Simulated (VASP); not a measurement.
Wanted: the native input for a VASP 6.6.1 run.

- Task: single point
- Functional: PBEsol
- Potentials or basis: VASP PAW PBE potentials, release 64 (Ca_sv, O)
- Cutoff: 520 eV
- k mesh: 4 × 4 × 1
- Occupations: gaussian, width 0.01 eV
- Spin: no spin polarisation
- Dipole correction: no
- Further INCAR settings: ALGO = Normal; EDIFF = 1e-06; NBANDS = 42

The structure of CaO lies in POSCAR:

```
CaO
1.0
    2.3550650000     -2.3592240000      0.0000000000
    2.3550650000      2.3592240000      0.0000000000
    0.0000000000      0.0000000000     16.7489880000
Ca O
4 4
Direct
    0.0591743717      0.9250035596      0.1819545754
    0.9443642777      0.0647093572      0.8176403255
    0.4454916970      0.5543656318      0.6761993620
    0.5504054095      0.4450991732      0.3241564804
    0.0510872248      0.9591107952      0.3202681858
    0.9469667030      0.0759103726      0.6800090250
    0.4430661083      0.5539025528      0.8137665392
    0.5602932732      0.4381857497      0.1860796007
```

One way to write it, as run:

INCAR

```
SYSTEM = CaO
PREC = Accurate ; ENCUT = 520
EDIFF = 1E-6 ; ISMEAR = 0
SIGMA = 0.01 ; LREAL = .False.
LASPH = .True. ; NELM = 60
ALGO = Normal ; ISIF = 2
LWAVE = .False. ; LCHARG = .False.
GGA = PS ; NBANDS = 42
```

KPOINTS

```
Automatic mesh
0
Gamma
  4 4 1
  0 0 0
```

Potentials or basis: VASP PAW PBE potentials, release 64 (Ca_sv, O).

Command:

```sh
$ cat potpaw_PBE.64/Ca_sv/POTCAR potpaw_PBE.64/O/POTCAR > POTCAR
$ mpirun -np 1 vasp_std > vasp.out
```

Results of the run:

```json
{
 "Pressure": "-1.7 GPa",
 "Largest force": "0.365 eV/Å",
 "Band gap on the k mesh": "2.08 eV, direct"
}
```

Caveat: the k points lie up to 0.47 Å⁻¹ apart; the PAW data sets were made with another functional, which shifts forces and pressure a little.

Run time: 2.2 min on 1 thread of Oxide Virtual Turin-like Processor, on a shared host, peak memory 0.28 GiB.
